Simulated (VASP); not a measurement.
CuSb3:

```
CELL_PARAMETERS angstrom
4.54996 0.00000 0.00000
0.00000 4.54996 0.00000
0.00000 0.00000 4.54996
ATOMIC_POSITIONS crystal
Cu 0.00000 0.00000 0.00000
Sb 0.00000 0.50000 0.50000
Sb 0.50000 0.00000 0.50000
Sb 0.50000 0.50000 0.00000
```

```yaml
Program: VASP 6.6.1
Task: relaxation of cell and atoms
Functional: PBE
Potentials_or_basis: VASP PAW PBE potentials, release 64 (Cu, Sb)
Cutoff: 600 eV
k_mesh: 10 × 10 × 10
Occupations: gaussian, width 0.1 eV
Spin: no spin polarisation
```

At the start: pressure 1.7 GPa; volume 23.55 Å³/atom.

Question: How do energy, volume and symmetry change on relaxing?

Answer: Over 3 steps the energy falls by 3.3 meV/atom and the volume is 24.18 Å³/atom (+2.7 %); space group Pm-3m (No. 221, to 0.1 Å) before and after.

The path:
```
step  energy change (eV)  largest force (eV/Å)  pressure (GPa)  volume (Å³)
   1              0.0000                0.0000            1.69        94.19
   2             -0.0115                0.0000           -0.58        97.63
   3             -0.0131                0.0000            0.01        96.72
```

Final structure:
```cif
data_structure
_symmetry_space_group_name_H-M 'P 1'
_symmetry_Int_Tables_number 1
_cell_length_a 4.5902
_cell_length_b 4.5902
_cell_length_c 4.5902
_cell_angle_alpha 90.000
_cell_angle_beta 90.000
_cell_angle_gamma 90.000
_cell_volume 96.72
loop_
_atom_site_label
_atom_site_type_symbol
_atom_site_fract_x
_atom_site_fract_y
_atom_site_fract_z
_atom_site_occupancy
Cu1 Cu 0.00000 0.00000 0.00000 1
Sb1 Sb 0.00000 0.50000 0.50000 1
Sb2 Sb 0.50000 0.00000 0.50000 1
Sb3 Sb 0.50000 0.50000 0.00000 1
```
